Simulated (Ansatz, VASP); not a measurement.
**ZnPt: VASP beside Ansatz**

INCAR

```
SYSTEM = ZnPt
ALGO = Fast
EDIFF = 1E-6
ENCUT = 520
GGA = CA
ISIF = 2
ISMEAR = 0
LASPH = .True.
LCHARG = .True.
LELF = .True.
LREAL = .False.
LVHAR = .True.
LWAVE = .False.
NBANDS = 18
NELM = 80
PREC = Accurate
SIGMA = 0.15
```

Contents of KPOINTS:

```
k-points
0
Gamma
  16 16 14
  0 0 0
```

The input POSCAR:

```
ZnPt
1.0
    2.8640000000     -0.0143200000      0.0000000000
   -0.0143200000      2.8640000000      0.0000000000
    0.0000000000      0.0000000000      3.5100000000
Zn Pt
1 1
Direct
    0.5000000000      0.5000000000      0.5000000000
    0.0000000000      0.0000000000      0.0000000000
```

Input for Ansatz:

```yaml
crystal:
  lattice:
    - [2.864, -0.01432, 0.0]
    - [-0.01432, 2.864, 0.0]
    - [0.0, 0.0, 3.51]
  atoms:
    - { symbol: Zn, position: [0.5, 0.5, 0.5] }
    - { symbol: Pt, position: [0.0, 0.0, 0.0] }
basis:
  ecutwfc: 420
kpoints:
  mp_grid: { grid: [16, 16, 14] }
hamiltonian:
  xc: lda
scf:
  occupations: { method: gaussian, width: 0.15 }
output:
  forces: true
  stress: true
  eigenvalues: true
```

Change from the starting cell: strain -0.0100 x Voigt [0, 0, 0, 0, 0, 1], atoms carried along.

Alike in both runs: task single point; functional LDA; k mesh 16 × 16 × 14; occupations gaussian, width 0.15 eV; no spin polarisation.

|  | VASP | Ansatz |
| --- | --- | --- |
| version | VASP 6.6.1 | Ansatz 0.2.0 |
| potentials or method | VASP PAW LDA potentials, release 64 (Zn, Pt), cutoff 520 eV | scalar-relativistic, plane waves, PAW |
| valence electrons in the cell | 22 | 30 |

Ansatz gave:

| Quantity | Value |
| --- | --- |
| gap on the k mesh at the Fermi level (eV) | none |
| pressure (GPa) | -11.0 |
| traceless stress, the component that is largest in VASP (GPa) | 0.51 |

**Question.** Which values does VASP return?

**Answer.** gap on the k mesh at the Fermi level (eV): none; pressure (GPa): -9.9; traceless stress, the component that is largest in VASP (GPa): 0.51.

LDA's correlation is that of Perdew and Zunger in VASP and of Perdew and Wang (1992) in Ansatz. A gap of «none» marks a metal or a gap that the smearing closes. VASP's potentials hold 22 valence electrons a cell and Ansatz's 30, so a difference there can come from the potentials and not from the codes.

Neither program's run includes spin-orbit coupling.
